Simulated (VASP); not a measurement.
# Mg in VASP: notebook, part 2 of 3

VASP 6.6.1. Earlier steps stand in the parts before.

## Step 4: Electric field gradients, PBE (equal xy, yz and zx shear strains of -3 %)

The input, INCAR:

```
  PREC = Accurate
  ENCUT = 520
  EDIFF = 1E-8
  ISMEAR = -1
  SIGMA = 0.03
  LREAL = F
  LASPH = T
  NELM = 80
  ALGO = Normal
  ISIF = 2
  LWAVE = F
  LCHARG = F
  GGA = PE
  LEFG = T
  NBANDS = 7
```

The input, KPOINTS:

```
regular mesh
0
Gamma
  16 16 16
```

The input, POSCAR:

```
Mg
1.0
   -0.0673276800      2.2105921600      2.2105921600
    2.2105921600     -0.0673276800      2.2105921600
    2.2105921600      2.2105921600     -0.0673276800
Mg
1
Direct
    0.0000000000      0.0000000000      0.0000000000
```

Potentials or basis: VASP PAW PBE potentials, release 64 (Mg).

Started as:

```sh
$ cat potpaw_PBE.64/Mg/POTCAR > POTCAR
$ mpirun -np 1 vasp_std > vasp.out
```

OUTCAR:

```text
PREC = Accurate
   ENCUT = 520
   EDIFF = 1E-8
   ISMEAR = -1
   LREAL = F
   LASPH = T
   NELM = 80
   ISIF = 2
   GGA = PE

 ion  position               nearest neighbor table
   1  0.000  0.000  0.000-

  LATTYP: Found a trigonal (rhomboedric) cell.
 ALAT       =     3.1269743223
 COS(alpha) =     0.4693254694

  Lattice vectors:

 A1 = (  -0.0673276800,   2.2105921600,   2.2105921600)
 A2 = (   2.2105921600,  -0.0673276800,   2.2105921600)
 A3 = (   2.2105921600,   2.2105921600,  -0.0673276800)

Analysis of symmetry for initial positions (statically):
=====================================================================
 Subroutine PRICEL returns:
 Original cell was already a primitive cell.

 Routine SETGRP: Setting up the symmetry group for a
 trigonal (rhombohedral) supercell.

 Subroutine GETGRP returns: Found 12 space group operations
 (whereof 12 operations were pure point group operations)
 out of a pool of 12 trial point group operations.

The static configuration has the point symmetry D_3d.

Analysis of symmetry for dynamics (positions and initial velocities):
=====================================================================
 Subroutine PRICEL returns:
 Original cell was already a primitive cell.

 Routine SETGRP: Setting up the symmetry group for a
 trigonal (rhombohedral) supercell.

 Subroutine GETGRP returns: Found 12 space group operations
 (whereof 12 operations were pure point group operations)
 out of a pool of 12 trial point group operations.

The dynamic configuration has the point symmetry D_3d.

 Subroutine INISYM returns: Found 12 space group operations
 (whereof 12 operations are pure point group operations),
 and found     1 'primitive' translations

----------------------------------------------------------------------------------------

                                     Primitive cell

  volume of cell :      22.5918

  direct lattice vectors                    reciprocal lattice vectors
    -0.067327680  2.210592160  2.210592160    -0.216104198  0.222892812  0.222892812
     2.210592160 -0.067327680  2.210592160     0.222892812 -0.216104198  0.222892812
     2.210592160  2.210592160 -0.067327680     0.222892812  0.222892812 -0.216104198

  length of vectors
     3.126974322  3.126974322  3.126974322     0.382182464  0.382182464  0.382182464

  position of ions in fractional coordinates (direct lattice)
     0.000000000  0.000000000  0.000000000

  ion indices of the primitive-cell ions
   primitive index   ion index
                 1           1

----------------------------------------------------------------------------------------

 KPOINTS: regular mesh

Automatic generation of k-mesh.
 Grid dimensions read from file:
 generate k-points for:   16   16   16

 Generating k-lattice:

[... 59 lines left out ...]
   ENCUT  =  520.0 eV  38.22 Ry    6.18 a.u.   5.81  5.81  5.81*2*pi/ulx,y,z
   NELM   =     80;   NELMIN=  2; NELMDL= -5     # of ELM steps
   EDIFF  = 0.1E-07   stopping-criterion for ELM
   LREAL  =      F    real-space projection
   EDIFFG = 0.1E-06   stopping-criterion for IOM
   NSW    =      0    number of steps for IOM
   IBRION =     -1    ionic relax: 0-MD 1-quasi-New 2-CG
   NFREE  =      0    steps in history (QN), initial steepest desc. (CG)
   ISIF   =      2    stress and relaxation
   ISYM   =      2    0-nonsym 1-usesym 2-fastsym
   POTIM  = 0.5000    time-step for ionic-motion
   TEBEG  =    0.0;   TEEND  =   0.0 temperature during run
   PSTRESS=    0.0 pullay stress
   NELECT =       2.0000    total number of electrons
   NUPDOWN=      -1.0000    fix difference up-down
   EMIN   =  10.00;   EMAX   =-10.00  energy-range for DOS
   EFERMI =   0.00;   METHOD = LEGACY
   ISMEAR =    -1;   SIGMA  =   0.03  broadening in eV -4-tet -1-fermi 0-gaus
   EFERMI_NEDOS =   21; number of points for ismear=-14 and -15
   IALGO  =     38    algorithm
   IMIX   =      4    mixing-type and parameters
     AMIX     =   0.40;   BMIX     =  1.00
     AMIX_MAG =   1.60;   BMIX_MAG =  1.00
  volume/ion in A,a.u.               =      22.59       152.46
  Fermi-wavevector in a.u.,A,eV,Ry     =   0.729627  1.378796  7.243146  0.532356
  Thomas-Fermi vector in A             =   1.821396
   LORBIT       =      0    0 simple, 1 ext, 2 COOP (PROOUT), +10 PAW based schemes
   GGA     = PE    functional components
[... 5 lines left out ...]
 non-spin polarized calculation
  energy-cutoff  :      520.00
  volume of cell :       22.59
 maximum number of plane-waves:       620
   NGX = 11   NGY = 11   NGZ = 11

 number of electron       2.0000000 magnetization

 Free energy of the ion-electron system (eV)
  ---------------------------------------------------
  ext. energy  EPLUGINS =         0.00000000
  ---------------------------------------------------
  free energy    TOTEN  =        -1.48721952 eV

  energy without entropy =       -1.48585335  energy(sigma->0) =       -1.48653643

 E-fermi :   2.6888     XC(G=0):  -8.5406

 val. band max:        2.6883347880   @ k =  -0.4375   0.4375   0.0000
 cond. band min:       2.6908219061   @ k =  -0.4375  -0.4375   0.1250
 fundamental gap:      0.0024871180
 Fermi energy:         2.6888008545

 k-point     1 :       0.0000    0.0000    0.0000
  band No.  band energies     occupation
      1      -4.2845      2.00000
      2      14.7651      0.00000
      3      14.7651      0.00000
      4      15.9413      0.00000
      5      16.7356      0.00000
      6      16.7356      0.00000
      7      16.9904      0.00000
[... 221 lines left out ...]
 k-point    24 :      -0.0625    0.0625    0.0000
  band No.  band energies     occupation
      1      -4.0574      2.00000
      2      12.5171      0.00000
      3      13.4221      0.00000
      4      15.7215      0.00000
      5      16.9848      0.00000
      6      18.1275      0.00000
      7      18.7803      0.00000

 [... further k-points ...]

------------------------ aborting loop because EDIFF is reached ----------------------------------------

  FORCE on cell =-STRESS in cart. coord.  units (eV):
  Direction    XX          YY          ZZ          XY          YZ          ZX
  --------------------------------------------------------------------------------------
  -------------------------------------------------------------------------------------
  Total        0.1193589      0.1193589      0.1193589      0.1044985      0.1044985      0.1044985
  in kB        8.4647578      8.4647578      8.4647578      7.4108797      7.4108797      7.4108797
  external PRESSURE =       8.4647578 kB  Pullay stress =       0.0000000 kB

 VOLUME and BASIS-vectors are now :
 -----------------------------------------------------------------------------
  energy-cutoff  :      520.00
  volume of cell :       22.59
      direct lattice vectors                 reciprocal lattice vectors
    -0.067327680  2.210592160  2.210592160    -0.216104198  0.222892812  0.222892812
     2.210592160 -0.067327680  2.210592160     0.222892812 -0.216104198  0.222892812
     2.210592160  2.210592160 -0.067327680     0.222892812  0.222892812 -0.216104198

 POSITION                                       TOTAL-FORCE (eV/Angst)
 -----------------------------------------------------------------------------------
      0.00000      0.00000      0.00000         0.000000     -0.000000     -0.000000
 -----------------------------------------------------------------------------------
    total drift:                                0.000000     -0.000000     -0.000000

  FREE ENERGIE OF THE ION-ELECTRON SYSTEM (eV)
  ---------------------------------------------------
  free  energy   TOTEN  =        -1.4872195167 eV

  energy  without entropy=       -1.4858533479  energy(sigma->0) =       -1.48653643

 Electric field gradients (V/A^2)
---------------------------------------------------------------------
 ion       V_xx      V_yy      V_zz      V_xy      V_xz      V_yz
---------------------------------------------------------------------
   1      -0.000     0.000     0.000    -1.082    -1.082    -1.082
---------------------------------------------------------------------

 Electric field gradients after diagonalization (V/A^2)
 (convention: |V_zz| > |V_xx| > |V_yy|)
----------------------------------------------------------------------
 ion       V_xx      V_yy      V_zz     asymmetry (V_yy - V_xx)/ V_zz
----------------------------------------------------------------------
   1       1.082     1.082    -2.165       0.000
----------------------------------------------------------------------

           NMR quadrupolar parameters

 Cq : quadrupolar parameter    Cq=e*Q*V_zz/h
 eta: asymmetry parameters     (V_yy - V_xx)/ V_zz
 Q  : nuclear electric quadrupole moment in mb (millibarn)
----------------------------------------------------------------------
 ion       Cq(MHz)       eta       Q (mb)
----------------------------------------------------------------------
   1      -0.005       0.000       1.000
----------------------------------------------------------------------
```

stdout:

```text
POSCAR found type information on POSCAR Mg
 POSCAR found :  1 types and       1 ions
 scaLAPACK will be used
 LDA part: xc-table for (Slater+PW92), standard interpolation
 POSCAR, INCAR and KPOINTS ok, starting setup
 FFT: planning ... GRIDC
 FFT: planning ... GRID_SOFT
 FFT: planning ... GRID
 WAVECAR not read
 entering main loop
ion   1
```

Wall time 29 s (1 thread of Intel Xeon Platinum 8488C (Sapphire Rapids), shared host); peak memory 0.19 GiB.

Results:

```
Free energy            : -1.4872 eV
Pressure               : 0.8 GPa
Band gap on the k mesh : zero (band 1 reaches 4.07 eV, above the bottom of band 2 at 1.28 eV)
```

Electric field gradients, principal values (V/Å²):
```csv
atom,least,middle,greatest (by size)
1 Mg,1.082,1.082,-2.165
```

Caveat: the cell differs from its parent crystal (equal xy, yz and zx shear strains of -3 %); without QUAD_EFG the Cq values of the log hold for a quadrupole moment of 1 mb, not for the nuclei.

## Step 5: Electric field gradients, PBE (equal xy, yz and zx shear strains of -1 %)

The input, INCAR:

```
SYSTEM = Mg
PREC = Accurate ; ENCUT = 520
EDIFF = 1E-8 ; ISMEAR = -1
SIGMA = 0.03 ; LREAL = .FALSE.
LASPH = .TRUE. ; NELM = 80
ALGO = Normal ; ISIF = 2
LWAVE = .FALSE. ; LCHARG = .FALSE.
GGA = PE ; LEFG = .TRUE.
NBANDS = 7
```

The input, KPOINTS:

```
Automatic mesh
0
G
  16 16 16
  0 0 0
```

The input, POSCAR:

```
Mg
1.0
   -0.0224425600      2.2330347200      2.2330347200
    2.2330347200     -0.0224425600      2.2330347200
    2.2330347200      2.2330347200     -0.0224425600
Mg
1
Direct
    0.0000000000      0.0000000000      0.0000000000
```

Potentials or basis: VASP PAW PBE potentials, release 64 (Mg).

Started as:

```sh
$ cat potpaw_PBE.64/Mg/POTCAR > POTCAR
$ mpirun -np 1 vasp_std > vasp.out
```

OUTCAR:

```text
SYSTEM = Mg
   PREC = Accurate
   ENCUT = 520
   EDIFF = 1E-8
   ISMEAR = -1
   LREAL = .FALSE.
   LASPH = .TRUE.
   NELM = 80
   ISIF = 2
   GGA = PE

 ion  position               nearest neighbor table
   1  0.000  0.000  0.000-

  LATTYP: Found a trigonal (rhomboedric) cell.
 ALAT       =     3.1580677304
 COS(alpha) =     0.4899250057

  Lattice vectors:

 A1 = (  -0.0224425600,   2.2330347200,   2.2330347200)
 A2 = (   2.2330347200,  -0.0224425600,   2.2330347200)
 A3 = (   2.2330347200,   2.2330347200,  -0.0224425600)

Analysis of symmetry for initial positions (statically):
=====================================================================
 Subroutine PRICEL returns:
 Original cell was already a primitive cell.

 Routine SETGRP: Setting up the symmetry group for a
 trigonal (rhombohedral) supercell.

 Subroutine GETGRP returns: Found 12 space group operations
 (whereof 12 operations were pure point group operations)
 out of a pool of 12 trial point group operations.

The static configuration has the point symmetry D_3d.

Analysis of symmetry for dynamics (positions and initial velocities):
=====================================================================
 Subroutine PRICEL returns:
 Original cell was already a primitive cell.

 Routine SETGRP: Setting up the symmetry group for a
 trigonal (rhombohedral) supercell.

 Subroutine GETGRP returns: Found 12 space group operations
 (whereof 12 operations were pure point group operations)
 out of a pool of 12 trial point group operations.

The dynamic configuration has the point symmetry D_3d.

[... 150 lines left out ...]
 k-point     1 :       0.0000    0.0000    0.0000
  band No.  band energies     occupation
      1      -4.2848      2.00000
      2      15.0246      0.00000
      3      15.0246      0.00000
      4      15.4227      0.00000
      5      17.0205      0.00000
      6      17.0205      0.00000
      7      17.2344      0.00000
[... 221 lines left out ...]
 k-point    24 :      -0.0625    0.0625    0.0000
  band No.  band energies     occupation
      1      -4.0532      2.00000
      2      12.7203      0.00000
      3      13.5874      0.00000
      4      15.5129      0.00000
      5      17.2610      0.00000
      6      17.8762      0.00000
      7      18.0926      0.00000

 [... further k-points ...]

------------------------ aborting loop because EDIFF is reached ----------------------------------------

  FORCE on cell =-STRESS in cart. coord.  units (eV):
  Direction    XX          YY          ZZ          XY          YZ          ZX
  --------------------------------------------------------------------------------------
  -------------------------------------------------------------------------------------
  Total        0.1014861      0.1014861      0.1014861      0.0164845      0.0164845      0.0164845
  in kB        7.1928791      7.1928791      7.1928791      1.1683446      1.1683446      1.1683446
  external PRESSURE =       7.1928791 kB  Pullay stress =       0.0000000 kB

 VOLUME and BASIS-vectors are now :
 -----------------------------------------------------------------------------
  energy-cutoff  :      520.00
  volume of cell :       22.61
      direct lattice vectors                 reciprocal lattice vectors
    -0.022442560  2.233034720  2.233034720    -0.220562961  0.222802179  0.222802179
     2.233034720 -0.022442560  2.233034720     0.222802179 -0.220562961  0.222802179
     2.233034720  2.233034720 -0.022442560     0.222802179  0.222802179 -0.220562961

 POSITION                                       TOTAL-FORCE (eV/Angst)
 -----------------------------------------------------------------------------------
      0.00000      0.00000      0.00000         0.000000      0.000000      0.000000
 -----------------------------------------------------------------------------------
    total drift:                               -0.000000      0.000000     -0.000000

  FREE ENERGIE OF THE ION-ELECTRON SYSTEM (eV)
  ---------------------------------------------------
  free  energy   TOTEN  =        -1.4912392316 eV

  energy  without entropy=       -1.4898360394  energy(sigma->0) =       -1.49053764

 Electric field gradients (V/A^2)
---------------------------------------------------------------------
 ion       V_xx      V_yy      V_zz      V_xy      V_xz      V_yz
---------------------------------------------------------------------
   1       0.000    -0.000    -0.000    -0.303    -0.303    -0.303
---------------------------------------------------------------------

 Electric field gradients after diagonalization (V/A^2)
 (convention: |V_zz| > |V_xx| > |V_yy|)
----------------------------------------------------------------------
 ion       V_xx      V_yy      V_zz     asymmetry (V_yy - V_xx)/ V_zz
----------------------------------------------------------------------
   1       0.303     0.303    -0.606       0.000
----------------------------------------------------------------------

           NMR quadrupolar parameters

 Cq : quadrupolar parameter    Cq=e*Q*V_zz/h
 eta: asymmetry parameters     (V_yy - V_xx)/ V_zz
 Q  : nuclear electric quadrupole moment in mb (millibarn)
----------------------------------------------------------------------
 ion       Cq(MHz)       eta       Q (mb)
----------------------------------------------------------------------
   1      -0.001       0.000       1.000
----------------------------------------------------------------------
```

OSZICAR:

```text
N       E                     dE             d eps       ncg     rms          rms(c)
DAV:   1    -0.826765243092E+00   -0.82677E+00   -0.80190E+02  6342   0.196E+02
DAV:   2    -0.149582541255E+01   -0.66906E+00   -0.64981E+00  7623   0.111E+01
DAV:   3    -0.149847028309E+01   -0.26449E-02   -0.26429E-02  7686   0.776E-01
DAV:   4    -0.149847405015E+01   -0.37671E-05   -0.37673E-05  8680   0.212E-02
DAV:   5    -0.149847405508E+01   -0.49254E-08   -0.45908E-08  7777   0.521E-04    0.651E-01
DAV:   6    -0.149502912532E+01    0.34449E-02   -0.40004E-04  7245   0.122E-01    0.416E-01
DAV:   7    -0.149123360546E+01    0.37955E-02   -0.16361E-03  7028   0.213E-01    0.237E-02
DAV:   8    -0.149123963653E+01   -0.60311E-05   -0.89573E-06  8890   0.173E-02    0.503E-03
DAV:   9    -0.149123941147E+01    0.22507E-06   -0.58607E-07  7532   0.311E-03    0.553E-04
DAV:  10    -0.149123924805E+01    0.16341E-06   -0.42471E-09  8708   0.334E-04    0.631E-05
DAV:  11    -0.149123922685E+01    0.21206E-07   -0.66332E-11  4333   0.546E-05    0.272E-05
DAV:  12    -0.149123923161E+01   -0.47568E-08   -0.32338E-12  3703   0.125E-05
   1 F= -.14912392E+01 E0= -.14905376E+01  d E =-.140319E-02
```

Run time: 44 s. Hardware: 1 thread of Intel Xeon Platinum 8488C (Sapphire Rapids), shared host; peak memory 0.19 GiB.

Results:

```yaml
Free_energy: -1.4912 eV
Pressure: 0.7 GPa
Band_gap_on_the_k_mesh: zero (band 1 reaches 4.13 eV, above the bottom of band 2 at 1.37 eV)
```

Levels at points of the mesh, in eV from the Fermi level:
```csv
k point,band 1,band 2,band 3,band 4,band 5,band 6
"(0.00, 0.00, 0.00)",-6.98,12.33,12.33,12.73,14.33,14.33
"(0.50, 0.00, 0.00)",-1.74,-1.32,11.28,11.55,12.25,12.38
"(0.50, 0.50, 0.00)",-0.21,0.82,6.13,6.89,7.19,9.95
"(0.50, 0.50, 0.50)",-1.64,-1.13,11.22,11.22,12.05,12.05
```

Electric field gradients, principal values (V/Å²):
```tsv
atom	least	middle	greatest (by size)
1 Mg	0.303	0.303	-0.606
```

Caveat: the cell differs from its parent crystal (equal xy, yz and zx shear strains of -1 %); without QUAD_EFG the Cq values of the log hold for a quadrupole moment of 1 mb, not for the nuclei.

[end of part 2 of 3]
